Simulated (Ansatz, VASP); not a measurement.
# Two plane-wave programs on Cu

The input INCAR:

```
  ALGO = Normal
  EDIFF = 1E-7
  ENCUT = 520
  ISIF = 2
  ISMEAR = -1
  LASPH = T
  LCHARG = F
  LREAL = F
  LWAVE = F
  NBANDS = 12
  NELM = 100
  PREC = Accurate
  SIGMA = 0.1
```

Contents of KPOINTS:

```
k-points
0
Gamma
  25 25 25
```

POSCAR

```
Cu
1.0
    0.0000000000      1.7588202533      1.7588202533
    1.7588202533      0.0000000000      1.7588202533
    1.7588202533      1.7588202533      0.0000000000
Cu
1
Direct
    0.0000000000      0.0000000000      0.0000000000
```

Input for Ansatz:

```yaml
crystal:
  lattice:
    - [0.0, 1.7588202533, 1.7588202533]
    - [1.7588202533, 0.0, 1.7588202533]
    - [1.7588202533, 1.7588202533, 0.0]
  atoms:
    - { symbol: Cu, position: [0.0, 0.0, 0.0] }
hamiltonian:
  xc: lda
  pseudopotentials:
    kind: paw
    azcp:
      Cu: "pseudopotentials/Cu.paw.azcp"
basis:
  ecutwfc: 420
  fft_grid_basis: typed
kpoints:
  mp_grid: { grid: [25, 25, 25], shift: [0, 0, 0] }
magnetization:
  spin_polarized: false
scf:
  occupations: { method: fermi_dirac, width: 0.1 }
  lower_state_search: "off"
output:
  stress: true
```

Alike in both runs: task single point; functional LDA; k mesh 25 × 25 × 25; occupations fermi-dirac, width 0.1 eV; no spin polarisation.

|  | VASP | Ansatz |
| --- | --- | --- |
| version | VASP 6.6.1 | Ansatz 0.2.0 |
| potentials or method | VASP PAW LDA potentials, release 64 (Cu), cutoff 520 eV | plane waves (420 eV) with PAW, scalar-relativistic |
| valence electrons in the cell | 11 | 19 |

Ansatz gave:

* pressure (GPa): 0.1

Question: What did VASP give for the same quantities?

Answer: Pressure (GPa): 1.0.

Ansatz warns that its potentials were made for another functional, while VASP's fit it. LDA's correlation is that of Perdew and Zunger in VASP and of Perdew and Wang (1992) in Ansatz. VASP's potentials hold 11 valence electrons a cell and Ansatz's 19, so a difference there can come from the potentials and not from the codes.
